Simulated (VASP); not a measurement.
TaTeS, 3 atoms in the cell. The cell holds a sheet with vacuum, 3 atoms: a = 3.542 Å, b = 3.542 Å, c = 30.664 Å, α = 90.00°, β = 90.00°, γ = 120.00°. 

* Program: VASP 6.6.1
* Task: single point
* Functional: PBE
* Potentials or basis: VASP PAW PBE potentials, release 64 (Ta_pv, Te, S)
* Cutoff: 520 eV
* k mesh: 18 × 18 × 1
* Occupations: gaussian, width 0.1 eV
* Spin: no spin polarisation
* Dipole correction: yes
* k mesh for the DOS: 27 × 27 × 1
* Occupations for the DOS: tetrahedron
* Further INCAR settings: ALGO = Normal; EDIFF = 1e-07; NBANDS = 18

Potentials or basis: VASP PAW PBE potentials, release 64 (Ta_pv, Te, S).

Command:

```console
$ cat potpaw_PBE.64/Ta_pv/POTCAR potpaw_PBE.64/Te/POTCAR potpaw_PBE.64/S/POTCAR > POTCAR
$ cp INCAR.step1 INCAR
$ cp KPOINTS.step1 KPOINTS
$ mpirun -np 1 vasp_std > vasp.out
$ cp INCAR.step2 INCAR
$ cp KPOINTS.step2 KPOINTS
$ mpirun -np 1 vasp_std > vasp.out
```

Hardware: 1 thread of Intel Xeon 8259CL (shared host).

Question: Estimate the wall time of this run.

Answer: It took 22 min on 1 thread of Intel Xeon 8259CL, on a shared host, peak memory 0.8 GiB. Counts: k points 75.
